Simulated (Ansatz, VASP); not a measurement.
# InAs in VASP and in Ansatz

File INCAR:

```
SYSTEM = InAs
PREC = Accurate
ENCUT = 600
EDIFF = 1E-7
ISMEAR = -1
SIGMA = 0.05
LREAL = .FALSE.
LASPH = .TRUE.
NELM = 80
ALGO = Normal
ISIF = 3
LWAVE = .FALSE.
LCHARG = .FALSE.
GGA = B5
ALDAX = 1.0
AGGAX = 1.0
AGGAC = 1.0
ALDAC = 0.0
IBRION = 2
NSW = 80
EDIFFG = -0.005
```

Contents of KPOINTS:

```
regular mesh
0
G
  8 8 8
  0 0 0
```

File POSCAR:

```
InAs
1.0
    0.0000000000      3.0180000000      3.0180000000
    3.0180000000      0.0000000000      3.0180000000
    3.0180000000      3.0180000000      0.0000000000
In As
1 1
Direct
    0.0000000000      0.0000000000      0.0000000000
    0.7500000000      0.7500000000      0.7500000000
```

input.yaml

```yaml
crystal:
  lattice:
    - [0.0, 3.018, 3.018]
    - [3.018, 0.0, 3.018]
    - [3.018, 3.018, 0.0]
  atoms:
    - { symbol: In, position: [0.0, 0.0, 0.0] }
    - { symbol: As, position: [0.75, 0.75, 0.75] }
kpoints:
  mp_grid: { grid: [8, 8, 8] }
scf:
  occupations: { method: fermi_dirac, width: 0.05 }
hamiltonian:
  xc: blyp
  pseudopotentials: { kind: all_electron, lapw: { basis_error: 0.001 } }
output:
  forces: true
  stress: true
relax:
  f_tol: 0.005
  max_steps: 60
  cell: {}
```

Alike in both runs: task relaxation of cell and atoms; functional BLYP; k mesh 8 × 8 × 8; occupations fermi-dirac, width 0.05 eV; no spin polarisation.

|  | VASP | Ansatz |
| --- | --- | --- |
| version | VASP 6.6.1 | Ansatz 0.2.0 |
| potentials or method | VASP PAW PBE potentials, release 64 (In_d, As), cutoff 600 eV | all-electron LAPW, scalar-relativistic |

```tsv
	VASP	Ansatz	Ansatz less VASP
relaxed volume (Å³/atom)	31.55	31.48	-0.065
relaxed cell length with the largest relative difference (Å)	4.469	4.466	-0.0030
```

VASP's potentials were made for PBE, not for BLYP. Ansatz ran all-electron here, and VASP with PAW potentials.
